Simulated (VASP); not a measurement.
A run of VASP 6.6.1:

Contents of INCAR:

```
SYSTEM = TiAl
PREC = Accurate
ENCUT = 520
EDIFF = 1E-7
ISMEAR = 1
SIGMA = 0.4
LREAL = .False.
LASPH = .True.
NELM = 100
ALGO = Normal
ISIF = 2
LWAVE = .False.
LCHARG = .True.
GGA = PS
LELF = .True.
LVHAR = .True.
NBANDS = 14
```

Contents of KPOINTS:

```
regular mesh
0
Gamma
  16 16 16
  0 0 0
```

Contents of POSCAR:

```
TiAl
1.0
    3.1790640000      0.0000000000      0.0000000000
    0.0000000000      3.1790640000      0.0000000000
    0.0000000000      0.0000000000      3.1790640000
Ti Al
1 1
Direct
    0.0000000000      0.0000000000      0.0000000000
    0.5000000000      0.5000000000      0.5000000000
```

Potentials or basis: VASP PAW PBE potentials, release 64 (Ti_sv, Al).

The run is started by

```sh
$ cat potpaw_PBE.64/Ti_sv/POTCAR potpaw_PBE.64/Al/POTCAR > POTCAR
$ mpirun -np 1 vasp_std > vasp.out
```

Hardware: 1 thread of Intel Xeon 8259CL, with other jobs on the host.

Estimate the wall time of this run.

It took 68 s on 1 thread of Intel Xeon 8259CL, on a shared host, peak memory 0.2 GiB. Counts: scf iterations 14, k points 165.
